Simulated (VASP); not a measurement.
# Al in VASP: notebook

Al is run at these levels: PBE; tasks: single point.

Everything below comes from runs of VASP 6.6.1. Logs are shortened: lines on timing, memory, paths and dates and some standing lists are left out, and cuts for length are marked.

## 1. The cell of the first run

It takes space group Immm (No. 71, orthorhombic). The conventional cell has a = 2.823 Å, b = 2.893 Å, c = 4.041 Å, α = 90.00°, β = 90.00°, γ = 90.00°. Al (site symmetry mmm) has 12 Al at 2.82 to 2.89 Å within 3.7 Å.

## 2. Single point, PBE

File INCAR:

```
PREC = Accurate
ENCUT = 520
EDIFF = 1E-6
ISMEAR = 0
SIGMA = 0.1
LREAL = F
LASPH = T
NELM = 60
ALGO = Fast
ISIF = 2
LWAVE = F
LCHARG = F
GGA = PE
NBANDS = 8
```

File KPOINTS:

```
Automatic mesh
0
Gamma
  8 8 8
```

File POSCAR:

```
Al
1.0
   -1.4116505320      1.4464009716      2.0206161594
    1.4116505320     -1.4464009716      2.0206161594
    1.4116505320      1.4464009716     -2.0206161594
Al
1
Direct
    0.0000000000      0.5000000000      0.5000000000
```

Potentials or basis: VASP PAW PBE potentials, release 64 (Al).

Launch:

```bash
cat potpaw_PBE.64/Al/POTCAR > POTCAR
mpirun -np 1 vasp_std > vasp.out
```

OUTCAR:

```text
PREC = Accurate
   ENCUT = 520
   EDIFF = 1E-6
   ISMEAR = 0
   LREAL = F
   LASPH = T
   NELM = 60
   ISIF = 2
   GGA = PE

 ion  position               nearest neighbor table
   1  0.000  0.500  0.500-

  LATTYP: Found a body centered orthorhombic cell.
 ALAT       =     2.8233010640
 B/A-ratio  =     1.0246168856
 C/A-ratio  =     1.4313855403

  Lattice vectors:

 A1 = (  -1.4116505320,   1.4464009716,   2.0206161594)
 A2 = (   1.4116505320,  -1.4464009716,   2.0206161594)
 A3 = (   1.4116505320,   1.4464009716,  -2.0206161594)

Analysis of symmetry for initial positions (statically):
=====================================================================
 Subroutine PRICEL returns:
 Original cell was already a primitive cell.

 Routine SETGRP: Setting up the symmetry group for a
 body centered orthorhombic supercell.

 Subroutine GETGRP returns: Found  8 space group operations
 (whereof  8 operations were pure point group operations)
 out of a pool of  8 trial point group operations.

The static configuration has the point symmetry D_2h.

Analysis of symmetry for dynamics (positions and initial velocities):
=====================================================================
 Subroutine PRICEL returns:
 Original cell was already a primitive cell.

 Routine SETGRP: Setting up the symmetry group for a
 body centered orthorhombic supercell.

 Subroutine GETGRP returns: Found  8 space group operations
 (whereof  8 operations were pure point group operations)
 out of a pool of  8 trial point group operations.

The dynamic configuration has the point symmetry D_2h.

 Subroutine INISYM returns: Found  8 space group operations
 (whereof  8 operations are pure point group operations),
 and found     1 'primitive' translations

----------------------------------------------------------------------------------------

                                     Primitive cell

  volume of cell :      16.5029

  direct lattice vectors                    reciprocal lattice vectors
    -1.411650532  1.446400972  2.020616159     0.000000000  0.345685608  0.247449273
     1.411650532 -1.446400972  2.020616159     0.354195312  0.000000000  0.247449273
     1.411650532  1.446400972 -2.020616159     0.354195312  0.345685608  0.000000000

  length of vectors
     2.857922787  2.857922787  2.857922787     0.425123138  0.432071130  0.494927125

  position of ions in fractional coordinates (direct lattice)
     0.000000000  0.500000000  0.500000000

  ion indices of the primitive-cell ions
   primitive index   ion index
                 1           1

----------------------------------------------------------------------------------------

 KPOINTS: Automatic mesh

Automatic generation of k-mesh.
 Grid dimensions read from file:
 generate k-points for:    8    8    8

 Generating k-lattice:

  Cartesian coordinates                     Fractional coordinates (reciprocal lattice)
     0.000000000  0.043210701  0.030931159     0.125000000  0.000000000  0.000000000
     0.044274414  0.000000000  0.030931159    -0.000000000  0.125000000  0.000000000
     0.044274414  0.043210701  0.000000000    -0.000000000  0.000000000  0.125000000

  Length of vectors
     0.053140392  0.054008891  0.061865891

  Shift w.r.t. Gamma in fractional coordinates (k-lattice)
     0.000000000  0.000000000  0.000000000

 Subroutine IBZKPT returns following result:
 ===========================================

 Found     95 irreducible k-points:

 Following reciprocal coordinates:
            Coordinates               Weight
  0.000000  0.000000  0.000000      1.000000
  0.125000  0.000000  0.000000      4.000000
  0.250000  0.000000  0.000000      4.000000
  0.375000  0.000000  0.000000      4.000000
  0.500000  0.000000  0.000000      2.000000
  0.000000  0.125000  0.000000      4.000000
[... 16 lines left out ...]
  0.125000  0.375000  0.000000      8.000000
  0.250000  0.375000  0.000000      8.000000
 [... further k-points ...]
   k-points           NKPTS =     95   k-points in BZ     NKDIM =     95   number of bands    NBANDS=      8
   number of dos      NEDOS =    301   number of ions     NIONS =      1
   total plane-waves  NPLWV =  13824
   dimension x,y,z NGX =    24 NGY =   24 NGZ =   24
   dimension x,y,z NGXF=    48 NGYF=   48 NGZF=   48
   ions per type =               1
   NGX,Y,Z   is equivalent  to a cutoff of  13.96, 13.96, 13.96 a.u.
   NGXF,Y,Z  is equivalent  to a cutoff of  27.92, 27.92, 27.92 a.u.
 SYSTEM =  unknown system
   PREC   = accura    normal or accurate (medium, high low for compatibility)
   ISTART =      0    job   : 0-new  1-cont  2-samecut
   ICHARG =      2    charge: 1-file 2-atom 10-const
   ISPIN  =      1    spin polarized calculation?
   LNONCOLLINEAR =      F non collinear calculations
   LSORBIT =      F    spin-orbit coupling
   LASPH  =      T    aspherical Exc in radial PAW
   ENCUT  =  520.0 eV  38.22 Ry    6.18 a.u.   5.31  5.31  5.31*2*pi/ulx,y,z
   NELM   =     60;   NELMIN=  2; NELMDL= -5     # of ELM steps
   EDIFF  = 0.1E-05   stopping-criterion for ELM
   LREAL  =      F    real-space projection
   EDIFFG = 0.1E-04   stopping-criterion for IOM
   NSW    =      0    number of steps for IOM
   IBRION =     -1    ionic relax: 0-MD 1-quasi-New 2-CG
   NFREE  =      0    steps in history (QN), initial steepest desc. (CG)
   ISIF   =      2    stress and relaxation
   ISYM   =      2    0-nonsym 1-usesym 2-fastsym
   POTIM  = 0.5000    time-step for ionic-motion
   TEBEG  =    0.0;   TEEND  =   0.0 temperature during run
   PSTRESS=    0.0 pullay stress
   NELECT =       3.0000    total number of electrons
   NUPDOWN=      -1.0000    fix difference up-down
   EMIN   =  10.00;   EMAX   =-10.00  energy-range for DOS
   EFERMI =   0.00;   METHOD = LEGACY
   ISMEAR =     0;   SIGMA  =   0.10  broadening in eV -4-tet -1-fermi 0-gaus
   EFERMI_NEDOS =   21; number of points for ismear=-14 and -15
   IALGO  =     68    algorithm
   IMIX   =      4    mixing-type and parameters
     AMIX     =   0.40;   BMIX     =  1.00
     AMIX_MAG =   1.60;   BMIX_MAG =  1.00
  volume/ion in A,a.u.               =      16.50       111.37
  Fermi-wavevector in a.u.,A,eV,Ry     =   0.927389  1.752511 11.701699  0.860051
  Thomas-Fermi vector in A             =   2.053454
   LORBIT       =      0    0 simple, 1 ext, 2 COOP (PROOUT), +10 PAW based schemes
   GGA     = PE    functional components
   LHFCALC =     F    Hartree Fock is set to
   AEXX    =    0.0000 exact exchange contribution
   IVDW    =     0    specifies the selected vdW correction
   LEPSILON=     F    determine dielectric tensor
   LRPA    =     F    only Hartree local field effects (RPA)
 non-spin polarized calculation
 RMM-DIIS sequential band-by-band and
 Gauss-broadening in eV      SIGMA  =   0.10
  energy-cutoff  :      520.00
  volume of cell :       16.50
 maximum number of plane-waves:       457
 NGX is ok and might be reduce to    24

 number of electron       3.0000000 magnetization

 Free energy of the ion-electron system (eV)
  ---------------------------------------------------
  ext. energy  EPLUGINS =         0.00000000
  ---------------------------------------------------
  free energy    TOTEN  =        -3.74211713 eV

  energy without entropy =       -3.74031624  energy(sigma->0) =       -3.74121668

 E-fermi :   7.9406     XC(G=0): -10.1945

 val. band max:        7.9220624712   @ k =  -0.3750  -0.2500   0.1250
 cond. band min:       8.0042652219   @ k =   0.2500   0.1250   0.1250
 fundamental gap:      0.0822027507
 Fermi energy:         7.9406451729

 k-point     1 :       0.0000    0.0000    0.0000
  band No.  band energies     occupation
      1      -3.1339      2.00000
      2      20.2389      0.00000
      3      20.6034      0.00000
      4      21.0068      0.00000
      5      21.6951      0.00000
      6      22.0316      0.00000
      7      22.5326      0.00000
      8      24.5523      0.00000

 k-point     2 :       0.1250    0.0000    0.0000
  band No.  band energies     occupation
      1      -2.7165      2.00000
      2      16.0279      0.00000
      3      19.5728      0.00000
      4      20.0768      0.00000
      5      22.7540      0.00000
      6      23.4923      0.00000
      7      24.0083      0.00000
      8      25.6921      0.00000

 k-point     3 :       0.2500    0.0000    0.0000
  band No.  band energies     occupation
      1      -1.4716      2.00000
      2      11.2145      0.00000
      3      18.8536      0.00000
      4      19.3016      0.00000
      5      22.4861      0.00000
      6      22.7762      0.00000
      7      22.9492      0.00000
      8      26.5703      0.00000

 k-point     4 :       0.3750    0.0000    0.0000
  band No.  band energies     occupation
      1       0.5801      2.00000
      2       6.9711      2.00000
      3      18.7980      0.00000
      4      19.1835      0.00000
      5      20.7790      0.00000
      6      21.0327      0.00000
      7      22.5955      0.00000
      8      24.8236      0.00000

 k-point     5 :       0.5000    0.0000    0.0000
  band No.  band energies     occupation
      1       3.3440      2.00000
      2       3.4718      2.00000
      3      19.3860      0.00000
      4      19.4955      0.00000
      5      19.7148      0.00000
      6      19.8059      0.00000
      7      23.2890      0.00000
      8      23.4300      0.00000
[... 177 lines left out ...]
 k-point    22 :       0.0000    0.3750    0.0000
  band No.  band energies     occupation
      1       0.7003      2.00000
      2       7.2985      2.00000
      3      18.4577      0.00000
      4      18.8028      0.00000
      5      20.5087      0.00000
      6      20.7514      0.00000
      7      22.2882      0.00000
      8      24.5770      0.00000

 k-point    23 :       0.1250    0.3750    0.0000
  band No.  band energies     occupation
      1       1.9281      2.00000
      2       6.3552      2.00000
      3      14.4612      0.00000
      4      17.9206      0.00000
      5      19.7683      0.00000
      6      21.7235      0.00000
      7      24.5908      0.00000
      8      27.3570      0.00000

 k-point    24 :       0.2500    0.3750    0.0000
  band No.  band energies     occupation
      1       3.9358      2.00000
      2       6.1602      2.00000
      3      10.3671      0.00000
      4      15.8854      0.00000
      5      17.7048      0.00000
      6      25.4191      0.00000
      7      27.4274      0.00000
      8      28.8935      0.00000

 [... further k-points ...]

------------------------ aborting loop because EDIFF is reached ----------------------------------------

  FORCE on cell =-STRESS in cart. coord.  units (eV):
  Direction    XX          YY          ZZ          XY          YZ          ZX
  --------------------------------------------------------------------------------------
  -------------------------------------------------------------------------------------
  Total        0.1096353     -0.0104997     -0.0697395      0.0000000      0.0000000      0.0000000
  in kB       10.6439120     -1.0193608     -6.7706435      0.0000000      0.0000000      0.0000000
  external PRESSURE =       0.9513026 kB  Pullay stress =       0.0000000 kB

 VOLUME and BASIS-vectors are now :
 -----------------------------------------------------------------------------
  energy-cutoff  :      520.00
  volume of cell :       16.50
      direct lattice vectors                 reciprocal lattice vectors
    -1.411650532  1.446400972  2.020616159     0.000000000  0.345685608  0.247449273
     1.411650532 -1.446400972  2.020616159     0.354195312  0.000000000  0.247449273
     1.411650532  1.446400972 -2.020616159     0.354195312  0.345685608  0.000000000

 POSITION                                       TOTAL-FORCE (eV/Angst)
 -----------------------------------------------------------------------------------
      1.41165      0.00000      0.00000        -0.000000      0.000000      0.000000
 -----------------------------------------------------------------------------------
    total drift:                               -0.000000      0.000000     -0.000000

  FREE ENERGIE OF THE ION-ELECTRON SYSTEM (eV)
  ---------------------------------------------------
  free  energy   TOTEN  =        -3.7421171278 eV

  energy  without entropy=       -3.7403162406  energy(sigma->0) =       -3.74121668
```

It took 9.5 s on 1 thread of AMD EPYC 7R43 (Zen 3), shared host; peak memory 0.1 GiB.

What came out:

```yaml
Free_energy: -3.7421 eV
Pressure: 0.1 GPa
Band_gap_on_the_k_mesh: zero (an odd number of electrons rules out a gap without spin polarisation)
```

Stress tensor (GPa, compression positive):
```
 1.06  0.00  0.00
 0.00 -0.10  0.00
 0.00  0.00 -0.68
```

## 3. Single point, PBE

This run uses another cell than the first one: it holds 8 atoms, not 1.

File INCAR:

```
SYSTEM = Al
PREC     = Accurate       ! precision mode
ENCUT    = 520            ! plane-wave cutoff, eV
EDIFF    = 1E-6           ! SCF threshold, eV
ISMEAR   = 0              ! smearing method
SIGMA    = 0.2            ! smearing width, eV
LREAL    = .False.        ! projectors in reciprocal space
LASPH    = .True.         ! aspherical terms in the spheres
NELM     = 80             ! most SCF steps
ALGO     = Normal         ! electronic algorithm
ISIF     = 2              ! what is computed and relaxed
LWAVE    = .False.        ! write WAVECAR
LCHARG   = .False.        ! write CHGCAR
GGA      = PE             ! functional
NBANDS   = 22             ! bands
```

File KPOINTS:

```
Automatic mesh
0
Gamma
  4 4 4
  0 0 0
```

File POSCAR:

```
Al
1.0
   -4.9465868488     -0.4786247219      0.0070426590
    2.0480113931     -4.5285174430     -0.0070640087
    0.0085556265     -0.0037299390      5.6465944143
Al
8
Direct
   -0.0000089859     -0.0000258766      0.1250044424
    0.0000093170     -0.0000166423      0.6249978754
    0.4999695918      0.4999945232      0.1250005533
    0.4999835089      0.5000055912      0.6249897613
    0.9999901422      0.4999927723      0.3749865208
    1.0000126008      0.5000091003      0.8749946346
    0.5000147367      0.0000102149      0.3750123560
    0.5000290885      0.0000303169      0.8750138562
```

Potentials or basis: VASP PAW PBE potentials, release 64 (Al).

Launch:

```bash
cat potpaw_PBE.64/Al/POTCAR > POTCAR
mpirun -np 1 vasp_std > vasp.out
```

Wall time 60 s (1 thread of AMD EPYC 7R43 (Zen 3), shared host); peak memory 0.23 GiB.

It converged, with:

| Quantity | Value |
| --- | --- |
| Free energy | -30.0774 eV |
| Pressure | 0.0 GPa |
| Band gap on the k mesh | zero (bands 12 and 13 overlap by 2.39 eV) |

Stress tensor (GPa, compression positive):
```
-0.04  0.06  0.00
 0.06  0.02 -0.02
 0.00 -0.02 -0.01
```

Levels at points of the mesh, in eV from the Fermi level:
```csv
k point,band 10,band 11,band 12,band 13,band 14,band 15
"(0.00, 0.00, 0.00)",-0.95,-0.95,-0.80,-0.80,0.14,0.14
"(0.50, 0.00, 0.00)",-1.01,-0.71,-0.70,-0.70,-0.70,3.18
"(0.00, 0.50, 0.00)",-1.01,-0.70,-0.70,-0.70,-0.70,3.18
"(0.50, 0.50, 0.00)",-2.95,-1.63,-1.63,1.10,1.10,2.61
"(0.00, 0.00, 0.50)",-3.44,-1.89,-1.89,-1.23,-1.23,-0.32
"(0.50, 0.00, 0.50)",-0.38,-0.38,-0.38,1.15,1.15,1.15
"(0.00, 0.50, 0.50)",-0.38,-0.38,-0.38,1.15,1.15,1.15
"(0.50, 0.50, 0.50)",1.03,1.03,1.03,2.17,2.17,2.18
```

## 4. Single point, PBE

File INCAR:

```
SYSTEM = Al
PREC = Accurate ; ENCUT = 520
EDIFF = 1E-6 ; ISMEAR = 0
SIGMA = 0.1 ; LREAL = .FALSE.
LASPH = .TRUE. ; NELM = 100
ALGO = Fast ; ISIF = 2
LWAVE = .FALSE. ; LCHARG = .FALSE.
GGA = PE ; NBANDS = 8
```

File KPOINTS:

```
regular mesh
0
G
  26 26 26
  0 0 0
```

File POSCAR:

```
Al
1.0
   -1.4284437878      1.4286684067      2.0206865263
    1.4284437878     -1.4286684067      2.0206865263
    1.4284437878      1.4286684067     -2.0206865263
Al
1
Direct
    0.0000000000      0.5000000000      0.5000000000
```

Launch:

```bash
cat potpaw_PBE.64/Al/POTCAR > POTCAR
mpirun -np 1 vasp_std > vasp.out
```

Run time: 3.9 min. Hardware: 1 thread of AMD EPYC 7R43 (Zen 3), shared host; peak memory 0.34 GiB.

The run converged. Its results:

* Free energy: -3.7481 eV
* Pressure: 0.0 GPa
* Band gap on the k mesh: zero (an odd number of electrons rules out a gap without spin polarisation)

Levels at points of the mesh, in eV from the Fermi level:
```tsv
k point	band 1	band 2	band 3	band 4	band 5
(0.00, 0.00, 0.00)	-11.15	12.61	12.61	12.61	14.10
(0.50, 0.00, 0.00)	-4.61	-4.39	11.40	11.41	11.45
(0.00, 0.50, 0.00)	-4.61	-4.39	11.40	11.40	11.45
(0.50, 0.50, 0.00)	-2.94	-1.61	5.25	5.58	5.58
(0.50, 0.50, 0.50)	-2.94	-1.62	5.25	5.58	5.59
```

## 5. Overview

```csv
cell,k mesh,smearing,gap on the mesh (eV),pressure (GPa)
"a = 2.858 Å, angles 120.8, 119.2, 90.0°, 1 atom, atomic positions A",8 × 8 × 8,gaussian 0.1 eV,none,0.1
"a = 4.970, b = 4.970, c = 5.647 Å, angles 90.0, 90.0, 108.8°, 8 atoms, atomic positions B",4 × 4 × 4,gaussian 0.2 eV,none,0.0
"a = 2.857 Å, angles 120.0, 120.0, 90.0°, 1 atom, atomic positions A",26 × 26 × 26,gaussian 0.1 eV,none,0.0
```

Alike in all rows: task single point; level PBE; potentials or basis VASP PAW PBE potentials, release 64 (Al); no spin polarisation; cutoff (eV) 520.

Total energies depend on the potentials used, so only differences within one code and one set of settings carry meaning.
